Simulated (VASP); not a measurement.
# I (Pmmm) in VASP: a series of runs, part 2 of 2

VASP 6.6.1. Earlier steps stand in the parts before.

**3. Single point, PBE**

This run uses another cell than the first one, of 54.69 Å³/atom.

Input file INCAR:

```
SYSTEM = I
PREC = Accurate
ENCUT = 500
EDIFF = 1E-6
ISMEAR = 0
SIGMA = 0.1
LREAL = .FALSE.
LASPH = .TRUE.
NELM = 120
ALGO = Normal
ISIF = 2
LWAVE = .FALSE.
LCHARG = .FALSE.
GGA = PE
NBANDS = 10
GGA_COMPAT = .FALSE.
```

Input file KPOINTS:

```
regular mesh
0
G
  8 8 4
  0 0 0
```

Input file POSCAR:

```
I
1.0
    2.9545295687      0.0000000000      0.0000000000
    0.0000000000      3.8649144447      0.0000000000
    0.0000000000      0.0000000000      4.7897404829
I
1
Direct
    0.0000000000      0.0000000000      0.0000000000
```

Potentials or basis: VASP PAW PBE potentials, release 64 (I).

On the command line:

```sh
cat potpaw_PBE.64/I/POTCAR > POTCAR
mpirun -np 1 vasp_std > vasp.out
```

It took 24 s on 1 thread of Oxide Virtual Turin-like, shared host; peak memory 0.15 GiB.

Results (log left out):

* Free energy: -1.5101 eV
* Pressure: 0.0 GPa
* Band gap on the k mesh: zero (an odd number of electrons rules out a gap without spin polarisation)

Stress tensor (GPa, compression positive):
```
-0.06  0.00  0.00
 0.00  0.10  0.00
 0.00  0.00 -0.02
```

Levels at points of the mesh, in eV from the Fermi level:
```
           k point  band 1  band 2  band 3  band 4  band 5  band 6  band 7  band 8
(0.00, 0.00, 0.00)  -13.22   -2.10   -1.05    3.37    4.32    6.34    9.82   11.63
(0.50, 0.00, 0.00)  -10.88   -5.22   -0.16    0.75    7.19    8.23    8.69    9.03
(0.00, 0.50, 0.00)  -12.89   -3.55   -1.70    3.61    6.26    7.31    8.17   10.43
(0.50, 0.50, 0.00)  -10.55   -4.89   -1.45    0.17    4.95    8.00    9.83   10.32
(0.00, 0.00, 0.50)  -13.17   -2.84   -1.00    3.40    6.12    7.86    9.84   10.09
(0.50, 0.00, 0.50)  -10.84   -5.16   -0.71    0.79    5.39    9.19    9.48   10.68
(0.00, 0.50, 0.50)  -12.85   -3.44   -2.33    3.64    4.91   10.26   10.49   12.06
(0.50, 0.50, 0.50)  -10.51   -4.84   -1.38   -0.31    5.26    6.51    8.32    9.92
```

Caveat: spin-orbit coupling is left out, which moves the levels of the heavy elements; an odd number of electrons without spin polarisation forces a metal; a magnetic or distorted state may lie lower.

**4. Relaxation of cell and atoms, PBE**

Input file INCAR:

```
SYSTEM = I
ALGO = Normal
EDIFF = 1E-7
EDIFFG = -0.04
ENCUT = 500
GGA = PE
GGA_COMPAT = .FALSE.
IBRION = 2
ISIF = 3
ISMEAR = 0
LASPH = .TRUE.
LCHARG = .FALSE.
LREAL = .FALSE.
LWAVE = .FALSE.
NELM = 120
NELMIN = 4
NSW = 90
PREC = Accurate
SIGMA = 0.1
```

Input file KPOINTS:

```
k-points
0
G
  8 8 4
  0 0 0
```

Input file POSCAR:

```
I
1.0
    1.9763284700      0.0000000000      0.0000000000
    0.0000000000      2.3477161000      0.0000000000
    0.0000000000      0.0000000000      6.3714835200
I
1
Direct
    0.0000000000      0.0000000000      0.0000000000
```

On the command line:

```sh
cat potpaw_PBE.64/I/POTCAR > POTCAR
mpirun -np 1 vasp_std > vasp.out
```

It took 2.4 min on 1 thread of Oxide Virtual Turin-like, shared host; peak memory 0.11 GiB.

Results (log left out):

```yaml
Free_energy: -1.4891 eV
Relaxed_cell: a = 3.771 Å, b = 2.957 Å, c = 6.342 Å, α = 90.00°, β = 90.00°, γ = 90.00°
Space_group_after_relaxing_to_0.1_Å: Pmmm (No. 47)
Energy_gained_by_relaxing: 15887.9 meV/atom
Ionic_steps: 16
Pressure_after_relaxing: 0.0 GPa
Band_gap_on_the_k_mesh: zero (an odd number of electrons rules out a gap without spin polarisation)
```

Step by step:
```tsv
step	energy change (eV)	largest force (eV/Å)	pressure (GPa)	volume (Å³)
1	0.0000	0.0000	201.84	29.56
2	-6.2802	0.0000	-5.27	361.06
3	-14.8791	0.0000	-2.40	123.47
4	-14.9717	0.0000	-2.41	119.07
5	-15.8264	0.0000	-0.07	67.63
6	-15.7900	0.0000	-1.68	75.64
7	-15.8274	0.0000	-0.92	70.92
8	-15.8300	0.0000	-0.70	69.94
9	-15.8693	0.0000	1.23	67.09
10	-15.8791	0.0000	0.48	67.94
11	-15.8791	0.0000	0.51	67.90
12	-15.8859	0.0000	0.18	69.39
13	-15.8877	0.0000	-0.12	71.06
14	-15.8878	0.0000	-0.08	70.79
15	-15.8878	0.0000	0.04	70.63
16	-15.8879	0.0000	-0.01	70.71
```

Final structure:
```xyz
1
Lattice="3.7708 0.0000 0.0000 0.0000 2.9569 0.0000 0.0000 0.0000 6.3415" Properties=species:S:1:pos:R:3 pbc="T T T"
I     0.0000    0.0000    0.0000
```

Levels at points of the mesh, in eV from the Fermi level:
```
           k point  band 1  band 2  band 3  band 4  band 5  band 6
(0.00, 0.00, 0.00)  -13.30   -2.52   -0.89    3.27    4.18    6.31
(0.50, 0.00, 0.00)  -12.89   -3.71   -2.00    3.56    6.03    6.39
(0.00, 0.50, 0.00)  -10.97   -5.29   -0.50    0.88    6.24    8.18
(0.50, 0.50, 0.00)  -10.56   -4.90   -1.64   -0.07    4.91    7.32
(0.00, 0.00, 0.50)  -13.29   -2.62   -0.89    3.27    5.76    5.99
(0.50, 0.00, 0.50)  -12.89   -3.70   -2.05    3.56    5.24    8.41
(0.00, 0.50, 0.50)  -10.97   -5.28   -0.55    0.88    5.77    9.35
(0.50, 0.50, 0.50)  -10.56   -4.89   -1.64   -0.10    4.95    7.01
```

Caveat: the k points lie up to 0.27 Å⁻¹ apart in the final cell, too coarse for converged energies and pressures of a metal; the volume moved by over 15 % at a fixed basis, so the end points are rough; spin-orbit coupling is left out, which moves the levels of the heavy elements; an odd number of electrons without spin polarisation forces a metal; a magnetic or distorted state may lie lower.

**5. Single point, PBE**

This run uses another cell than the first one, of 55.75 Å³/atom.

Input file INCAR:

```
PREC = Accurate ; ENCUT = 500
EDIFF = 1E-6 ; ISMEAR = 0
SIGMA = 0.1 ; LREAL = False
LASPH = True ; NELM = 120
ALGO = Normal ; ISIF = 2
LWAVE = False ; LCHARG = False
GGA = PE ; NBANDS = 10
GGA_COMPAT = False
```

Input file KPOINTS:

```
Automatic mesh
0
Gamma
  18 14 12
```

Input file POSCAR:

```
I
1.0
    2.9557147817      0.0000000000      0.0000000000
    0.0000000000      3.9230042510      0.0000000000
    0.0000000000      0.0000000000      4.8076681943
I
1
Direct
    0.0000000000      0.0000000000      0.0000000000
```

On the command line:

```sh
cat potpaw_PBE.64/I/POTCAR > POTCAR
mpirun -np 1 vasp_std > vasp.out
```

Run time: 3.3 min. Hardware: 1 thread of Oxide Virtual Turin-like, shared host; peak memory 0.35 GiB.

The run converged. Its results:

```yaml
Free_energy: -1.4579 eV
Pressure: 0.0 GPa
Band_gap_on_the_k_mesh: zero (an odd number of electrons rules out a gap without spin polarisation)
```

Stress tensor (GPa, compression positive):
```
-0.12  0.00  0.00
 0.00  0.01  0.00
 0.00  0.00  0.01
```

Levels at points of the mesh, in eV from the Fermi level:
```tsv
k point	band 1	band 2	band 3	band 4	band 5	band 6
(0.00, 0.00, 0.00)	-13.21	-2.09	-1.15	3.35	4.30	6.31
(0.50, 0.00, 0.00)	-10.86	-5.23	-0.15	0.65	7.19	8.22
(0.00, 0.50, 0.00)	-12.92	-3.46	-1.74	3.56	6.21	7.34
(0.50, 0.50, 0.00)	-10.57	-4.93	-1.36	0.14	5.01	7.93
(0.00, 0.00, 0.50)	-13.16	-2.81	-1.10	3.38	6.05	7.78
(0.50, 0.00, 0.50)	-10.82	-5.17	-0.68	0.69	5.42	9.02
(0.00, 0.50, 0.50)	-12.88	-3.35	-2.34	3.59	4.93	10.19
(0.50, 0.50, 0.50)	-10.54	-4.89	-1.29	-0.32	5.32	6.47
```

Caveat: spin-orbit coupling is left out, which moves the levels of the heavy elements; an odd number of electrons without spin polarisation forces a metal; a magnetic or distorted state may lie lower.

**6. Relaxation of cell and atoms, PBE**

This run uses another cell than the first one, of 54.69 Å³/atom.

Input file INCAR:

```
SYSTEM = I
PREC = Accurate
ENCUT = 500
EDIFF = 1E-7
ISMEAR = 0
SIGMA = 0.1
LREAL = .False.
LASPH = .True.
NELM = 120
ALGO = Normal
ISIF = 3
LWAVE = .False.
LCHARG = .False.
GGA = PE
IBRION = 2
NSW = 100
EDIFFG = -0.01
GGA_COMPAT = .False.
NELMIN = 4
```

Input file KPOINTS:

```
Automatic mesh
0
Gamma
  18 14 12
  0 0 0
```

Input file POSCAR:

```
I
1.0
    2.9545295687      0.0000000000      0.0000000000
    0.0000000000      3.8649144447      0.0000000000
    0.0000000000      0.0000000000      4.7897404829
I
1
Direct
    0.0000000000      0.0000000000      0.0000000000
```

Potentials or basis: VASP PAW PBE potentials, release 64 (I).

On the command line:

```sh
cat potpaw_PBE.64/I/POTCAR > POTCAR
mpirun -np 1 vasp_std > vasp.out
```

Wall time 12 min (1 thread of Oxide Virtual Turin-like, shared host); peak memory 0.31 GiB.

The run converged. Its results:

```yaml
Free_energy: -1.4580 eV
Relaxed_volume: 55.79 Å³/atom
Relaxed_cell: a = 2.953 Å, b = 3.928 Å, c = 4.810 Å, α = 90.00°, β = 90.00°, γ = 90.00°
Space_group_after_relaxing_to_0.1_Å: Pmmm (No. 47)
Energy_gained_by_relaxing: 0.7 meV/atom
Ionic_steps: 6
Pressure_after_relaxing: 0.0 GPa
Band_gap_on_the_k_mesh: zero (an odd number of electrons rules out a gap without spin polarisation)
```

The path:
| step | energy change (eV) | largest force (eV/Å) | pressure (GPa) | volume (Å³) |
| --- | --- | --- | --- | --- |
| 1 | 0.0000 | 0.0000 | 0.09 | 54.69 |
| 2 | -0.0003 | 0.0000 | 0.08 | 54.93 |
| 3 | -0.0006 | 0.0000 | 0.07 | 55.55 |
| 4 | -0.0006 | 0.0000 | 0.06 | 55.65 |
| 5 | -0.0005 | 0.0000 | -0.13 | 56.12 |
| 6 | -0.0007 | 0.0000 | 0.00 | 55.79 |

Final structure:
```xyz
1
Lattice="2.9530 0.0000 0.0000 0.0000 3.9283 0.0000 0.0000 0.0000 4.8095" Properties=species:S:1:pos:R:3 pbc="T T T"
I     0.0000    0.0000    0.0000
```

Levels at points of the mesh, in eV from the Fermi level:
```csv
k point,band 1,band 2,band 3,band 4,band 5,band 6
"(0.00, 0.00, 0.00)",-13.21,-2.09,-1.16,3.38,4.30,6.31
"(0.50, 0.00, 0.00)",-10.85,-5.23,-0.14,0.65,7.19,8.22
"(0.00, 0.50, 0.00)",-12.92,-3.46,-1.74,3.59,6.20,7.34
"(0.50, 0.50, 0.00)",-10.57,-4.94,-1.35,0.15,5.01,7.93
"(0.00, 0.00, 0.50)",-13.17,-2.82,-1.11,3.41,6.04,7.78
"(0.50, 0.00, 0.50)",-10.81,-5.18,-0.68,0.69,5.43,9.01
"(0.00, 0.50, 0.50)",-12.88,-3.35,-2.35,3.61,4.93,10.20
"(0.50, 0.50, 0.50)",-10.53,-4.90,-1.27,-0.32,5.33,6.46
```

Caveat: spin-orbit coupling is left out, which moves the levels of the heavy elements; an odd number of electrons without spin polarisation forces a metal; a magnetic or distorted state may lie lower.

**7. The runs side by side**

```csv
task,cell,k mesh,gap on the mesh (eV),pressure (GPa),relaxed volume (Å³/atom)
single point,"a = 1.976, b = 2.348, c = 6.371 Å, 1 atom",8 × 8 × 4,none,201.8,-
single point,"a = 2.955, b = 3.865, c = 4.790 Å, 1 atom",8 × 8 × 4,none,0.0,-
relaxation of cell and atoms,"relaxed from a = 1.976, b = 2.348, c = 6.371 Å, 1 atom",8 × 8 × 4,none,0.0,70.71
single point,"a = 2.956, b = 3.923, c = 4.808 Å, 1 atom",18 × 14 × 12,none,0.0,-
relaxation of cell and atoms,"relaxed from a = 2.955, b = 3.865, c = 4.790 Å, 1 atom",18 × 14 × 12,none,0.0,55.79
```

Alike in all rows: level PBE; potentials or basis VASP PAW PBE potentials, release 64 (I); no spin polarisation; cutoff (eV) 500; smearing gaussian 0.1 eV.

Caveats: some runs use coarse meshes; spin-orbit coupling is left out, which moves the levels of the heavy elements; an odd number of electrons without spin polarisation forces a metal; a magnetic or distorted state may lie lower; the volume moved by over 15 % at a fixed basis, so the end points are rough (at least some runs).

Absolute energies hang on the potentials; compare differences alone.
